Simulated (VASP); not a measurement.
Runs of VASP 6.6.1 on CsAg3. The structure is that of space group Pm-3m (No. 221), or close to it. The cells are those of the table. 

```csv
task,cell,k mesh,cutoff (eV),gap on the mesh (eV),pressure (GPa),relaxed volume (Å³/atom)
single point,"a = 4.847 Å, 4 atoms",10 × 10 × 10,520,none,0.1,-
relaxation of cell and atoms,"relaxed from a = 4.668 Å, 4 atoms",10 × 10 × 10,600,none,0.0,(a)
single point,"a = 4.668 Å, 4 atoms",4 × 4 × 4,520,none,2.8,-
relaxation of cell and atoms,"relaxed from a = 4.847 Å, 4 atoms",10 × 10 × 10,600,none,0.1,28.52
```

Alike in all rows: level PBE; potentials or basis VASP PAW PBE potentials, release 64 (Cs_sv, Ag); no spin polarisation; smearing gaussian 0.1 eV.

**Question.** Estimate the missing entries.

**Answer.** (a) 28.59.

Caveats: spin-orbit coupling is left out, which moves the levels of the heavy elements.

A k mesh can miss the band edges, and the runs leave out spin-orbit coupling on Ag, Cs.

A gap of «none» marks levels without a gap at the run's occupations.
